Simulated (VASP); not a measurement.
# C (Im-3m) in VASP: a series of runs, part 2 of 2

VASP 6.6.1. The steps go on from the part before.

## Step 3: Single point, PBEsol (volume scaled by 1.12)

INCAR reads:

```
PREC = Accurate ; ENCUT = 520
EDIFF = 1E-7 ; ISMEAR = -1
SIGMA = 0.1 ; LREAL = False
LASPH = True ; NELM = 60
ALGO = Normal ; ISIF = 2
LWAVE = False ; LCHARG = True
GGA = PS ; LELF = True
LVHAR = True ; NBANDS = 8
```

KPOINTS reads:

```
regular mesh
0
Gamma
  21 21 21
```

POSCAR reads:

```
C
1.0
   -1.2171756428      1.2171756428      1.2171756428
    1.2171756428     -1.2171756428      1.2171756428
    1.2171756428      1.2171756428     -1.2171756428
C
1
Direct
    0.0000000000      0.0000000000      0.0000000000
```

Potentials or basis: VASP PAW PBE potentials, release 64 (C).

Command:

```bash
$ cat potpaw_PBE.64/C/POTCAR > POTCAR
$ mpirun -np 1 vasp_std > vasp.out
```

OUTCAR:

```text
PREC = Accurate
   ENCUT = 520
   EDIFF = 1E-7
   ISMEAR = -1
   LREAL = False
   LASPH = True
   NELM = 60
   ISIF = 2
   GGA = PS

 ion  position               nearest neighbor table
   1  0.000  0.000  0.000-

  LATTYP: Found a body centered cubic cell.
 ALAT       =     2.4343512856

  Lattice vectors:

 A1 = (  -1.2171756428,   1.2171756428,   1.2171756428)
 A2 = (   1.2171756428,  -1.2171756428,   1.2171756428)
 A3 = (   1.2171756428,   1.2171756428,  -1.2171756428)

Analysis of symmetry for initial positions (statically):
=====================================================================
 Subroutine PRICEL returns:
 Original cell was already a primitive cell.

 Routine SETGRP: Setting up the symmetry group for a
 body centered cubic supercell.

 Subroutine GETGRP returns: Found 48 space group operations
 (whereof 48 operations were pure point group operations)
 out of a pool of 48 trial point group operations.

The static configuration has the point symmetry O_h .

Analysis of symmetry for dynamics (positions and initial velocities):
=====================================================================
 Subroutine PRICEL returns:
 Original cell was already a primitive cell.

 Routine SETGRP: Setting up the symmetry group for a
 body centered cubic supercell.

 Subroutine GETGRP returns: Found 48 space group operations
 (whereof 48 operations were pure point group operations)
 out of a pool of 48 trial point group operations.

The dynamic configuration has the point symmetry O_h .

 Subroutine INISYM returns: Found 48 space group operations
 (whereof 48 operations are pure point group operations),
 and found     1 'primitive' translations

----------------------------------------------------------------------------------------

                                     Primitive cell

  volume of cell :       7.2131

  direct lattice vectors                    reciprocal lattice vectors
    -1.217175643  1.217175643  1.217175643     0.000000000  0.410787057  0.410787057
     1.217175643 -1.217175643  1.217175643     0.410787057  0.000000000  0.410787057
     1.217175643  1.217175643 -1.217175643     0.410787057  0.410787057  0.000000000

  length of vectors
     2.108210055  2.108210055  2.108210055     0.580940627  0.580940627  0.580940627

  position of ions in fractional coordinates (direct lattice)
     0.000000000  0.000000000  0.000000000

  ion indices of the primitive-cell ions
   primitive index   ion index
                 1           1

----------------------------------------------------------------------------------------

 KPOINTS: regular mesh

Automatic generation of k-mesh.
 Grid dimensions read from file:
 generate k-points for:   21   21   21

 Generating k-lattice:

  Cartesian coordinates                     Fractional coordinates (reciprocal lattice)
     0.000000000  0.019561288  0.019561288     0.047619048  0.000000000  0.000000000
     0.019561288  0.000000000  0.019561288     0.000000000  0.047619048  0.000000000
     0.019561288  0.019561288  0.000000000     0.000000000  0.000000000  0.047619048

  Length of vectors
     0.027663839  0.027663839  0.027663839

  Shift w.r.t. Gamma in fractional coordinates (k-lattice)
     0.000000000  0.000000000  0.000000000

 Subroutine IBZKPT returns following result:
 ===========================================

 Found    286 irreducible k-points:

 Following reciprocal coordinates:
            Coordinates               Weight
  0.000000  0.000000  0.000000      1.000000
  0.047619  0.000000  0.000000     12.000000
  0.095238  0.000000  0.000000     12.000000
  0.142857  0.000000  0.000000     12.000000
  0.190476  0.000000  0.000000     12.000000
  0.238095  0.000000  0.000000     12.000000
[... 16 lines left out ...]
  0.142857  0.095238  0.000000     48.000000
  0.190476  0.095238  0.000000     48.000000
 [... further k-points ...]
   k-points           NKPTS =    286   k-points in BZ     NKDIM =    286   number of bands    NBANDS=      8
   number of dos      NEDOS =    301   number of ions     NIONS =      1
   total plane-waves  NPLWV =   4096
   dimension x,y,z NGX =    16 NGY =   16 NGZ =   16
   dimension x,y,z NGXF=    32 NGYF=   32 NGZF=   32
   ions per type =               1
   NGX,Y,Z   is equivalent  to a cutoff of  12.62, 12.62, 12.62 a.u.
   NGXF,Y,Z  is equivalent  to a cutoff of  25.23, 25.23, 25.23 a.u.
 SYSTEM =  unknown system
   PREC   = accura    normal or accurate (medium, high low for compatibility)
   ISTART =      0    job   : 0-new  1-cont  2-samecut
   ICHARG =      2    charge: 1-file 2-atom 10-const
   ISPIN  =      1    spin polarized calculation?
   LNONCOLLINEAR =      F non collinear calculations
   LSORBIT =      F    spin-orbit coupling
   LASPH  =      T    aspherical Exc in radial PAW
   ENCUT  =  520.0 eV  38.22 Ry    6.18 a.u.   3.92  3.92  3.92*2*pi/ulx,y,z
   NELM   =     60;   NELMIN=  2; NELMDL= -5     # of ELM steps
   EDIFF  = 0.1E-06   stopping-criterion for ELM
   LREAL  =      F    real-space projection
   EDIFFG = 0.1E-05   stopping-criterion for IOM
   NSW    =      0    number of steps for IOM
   IBRION =     -1    ionic relax: 0-MD 1-quasi-New 2-CG
   NFREE  =      0    steps in history (QN), initial steepest desc. (CG)
   ISIF   =      2    stress and relaxation
   ISYM   =      2    0-nonsym 1-usesym 2-fastsym
   POTIM  = 0.5000    time-step for ionic-motion
   TEBEG  =    0.0;   TEEND  =   0.0 temperature during run
   PSTRESS=    0.0 pullay stress
   NELECT =       4.0000    total number of electrons
   NUPDOWN=      -1.0000    fix difference up-down
   EMIN   =  10.00;   EMAX   =-10.00  energy-range for DOS
   EFERMI =   0.00;   METHOD = LEGACY
   ISMEAR =    -1;   SIGMA  =   0.10  broadening in eV -4-tet -1-fermi 0-gaus
   EFERMI_NEDOS =   21; number of points for ismear=-14 and -15
   IALGO  =     38    algorithm
   IMIX   =      4    mixing-type and parameters
     AMIX     =   0.40;   BMIX     =  1.00
     AMIX_MAG =   1.60;   BMIX_MAG =  1.00
  volume/ion in A,a.u.               =       7.21        48.68
  Fermi-wavevector in a.u.,A,eV,Ry     =   1.344998  2.541677 24.613199  1.809019
  Thomas-Fermi vector in A             =   2.472946
   LORBIT       =      0    0 simple, 1 ext, 2 COOP (PROOUT), +10 PAW based schemes
   GGA     = PS    functional components
   LHFCALC =     F    Hartree Fock is set to
   AEXX    =    0.0000 exact exchange contribution
   IVDW    =     0    specifies the selected vdW correction
   LEPSILON=     F    determine dielectric tensor
   LRPA    =     F    only Hartree local field effects (RPA)
 non-spin polarized calculation
  energy-cutoff  :      520.00
  volume of cell :        7.21
 maximum number of plane-waves:       206
   NGX =  7   NGY =  7   NGZ =  7

 number of electron       4.0000000 magnetization

 Free energy of the ion-electron system (eV)
  ---------------------------------------------------
  ext. energy  EPLUGINS =         0.00000000
  ---------------------------------------------------
  free energy    TOTEN  =        -5.38554654 eV

  energy without entropy =       -5.37240247  energy(sigma->0) =       -5.37897450

 E-fermi :   7.4551     XC(G=0): -12.8585

 val. band max:        7.4543281130   @ k =   0.2857   0.0476   0.0000
 cond. band min:       7.4775324732   @ k =  -0.3333   0.3810   0.2857
 fundamental gap:      0.0232043602
 Fermi energy:         7.4551103863

 k-point     1 :       0.0000    0.0000    0.0000
  band No.  band energies     occupation
      1     -11.1818      2.00000
      2      15.9018      0.00000
      3      15.9018      0.00000
      4      15.9018      0.00000
      5      39.4665      0.00000
      6      39.4665      0.00000
      7      39.4665      0.00000
      8      40.1818      0.00000

 k-point     2 :       0.0476    0.0000    0.0000
  band No.  band energies     occupation
      1     -11.0852      2.00000
      2      15.6670      0.00000
      3      15.7720      0.00000
      4      15.8759      0.00000
      5      38.7197      0.00000
      6      38.7337      0.00000
      7      39.8002      0.00000
      8      40.2057      0.00000
[... 221 lines left out ...]
 k-point    23 :       0.1429    0.0952    0.0000
  band No.  band energies     occupation
      1      -9.3522      2.00000
      2      12.0817      0.00000
      3      13.8163      0.00000
      4      15.1027      0.00000
      5      32.3757      0.00000
      6      33.5741      0.00000
      7      39.8457      0.00000
      8      40.5847      0.00000

 k-point    24 :       0.1905    0.0952    0.0000
  band No.  band energies     occupation
      1      -8.4908      2.00000
      2      10.4696      0.00000
      3      12.9946      0.00000
      4      14.8561      0.00000
      5      31.1841      0.00000
      6      32.6489      0.00000
      7      39.6078      0.00000
      8      41.0187      0.00000

 [... further k-points ...]
[... 5 lines left out ...]
  --------------------------------------------------------------------------------------
  -------------------------------------------------------------------------------------
  Total       -0.8579793     -0.8579793     -0.8579793     -0.0000000     -0.0000000      0.0000000
  in kB     -190.5757584   -190.5757584   -190.5757584     -0.0000000     -0.0000000      0.0000000
  external PRESSURE =    -190.5757584 kB  Pullay stress =       0.0000000 kB

 VOLUME and BASIS-vectors are now :
 -----------------------------------------------------------------------------
  energy-cutoff  :      520.00
  volume of cell :        7.21
      direct lattice vectors                 reciprocal lattice vectors
    -1.217175643  1.217175643  1.217175643     0.000000000  0.410787057  0.410787057
     1.217175643 -1.217175643  1.217175643     0.410787057  0.000000000  0.410787057
     1.217175643  1.217175643 -1.217175643     0.410787057  0.410787057  0.000000000

 POSITION                                       TOTAL-FORCE (eV/Angst)
 -----------------------------------------------------------------------------------
      0.00000      0.00000      0.00000         0.000000      0.000000      0.000000
 -----------------------------------------------------------------------------------
    total drift:                                0.000000     -0.000000     -0.000000

  FREE ENERGIE OF THE ION-ELECTRON SYSTEM (eV)
  ---------------------------------------------------
  free  energy   TOTEN  =        -5.3855465362 eV

  energy  without entropy=       -5.3724024709  energy(sigma->0) =       -5.37897450
```

OSZICAR:

```text
N       E                     dE             d eps       ncg     rms          rms(c)
DAV:   1    -0.361095274683E+01   -0.36110E+01   -0.23576E+03  5016   0.483E+02
DAV:   2    -0.538242930366E+01   -0.17715E+01   -0.16762E+01  5920   0.292E+01
DAV:   3    -0.538923345881E+01   -0.68042E-02   -0.67995E-02  5160   0.194E+00
DAV:   4    -0.538923503736E+01   -0.15786E-05   -0.15782E-05  6472   0.290E-02
DAV:   5    -0.538923503771E+01   -0.35359E-09   -0.17069E-09  5304   0.168E-04    0.100E+00
DAV:   6    -0.538627281371E+01    0.29622E-02   -0.32040E-03  4792   0.321E-01    0.559E-01
DAV:   7    -0.538552430128E+01    0.74851E-03   -0.41649E-03  4752   0.375E-01    0.492E-02
DAV:   8    -0.538554656615E+01   -0.22265E-04   -0.47474E-05  5032   0.587E-02    0.708E-03
DAV:   9    -0.538554653621E+01    0.29941E-07   -0.10992E-07  5752   0.329E-03
   1 F= -.53855465E+01 E0= -.53789745E+01  d E =-.131441E-01
```

stdout:

```text
POSCAR found type information on POSCAR C
 POSCAR found :  1 types and       1 ions
 scaLAPACK will be used
 -----------------------------------------------------------------------------
|                                                                             |
|                                                                             |
|     You enforced a specific xc type in the INCAR file but a different       |
|     I HOPE YOU KNOW WHAT YOU ARE DOING!                                     |
|                                                                             |
 -----------------------------------------------------------------------------

 LDA part: xc-table for (Slater+PW92), standard interpolation
 POSCAR, INCAR and KPOINTS ok, starting setup
 FFT: planning ... GRIDC
 FFT: planning ... GRID_SOFT
 FFT: planning ... GRID
 WAVECAR not read
 entering main loop
```

It took 4.5 s on 1 thread of Intel Xeon 6975P-C, shared host; peak memory 0.12 GiB.

What came out:

```
Free energy            : -5.3855 eV
Pressure               : -19.1 GPa
Band gap on the k mesh : zero (band 2 reaches 15.90 eV, above the bottom of band 3 at 2.84 eV)
```

Levels at points of the mesh, in eV from the Fermi level:
| k point | band 1 | band 2 | band 3 | band 4 | band 5 |
| --- | --- | --- | --- | --- | --- |
| (0.00, 0.00, 0.00) | -18.64 | 8.45 | 8.45 | 8.45 | 32.01 |

Caveat: the PAW data sets were made with another functional, which shifts forces and pressure a little.
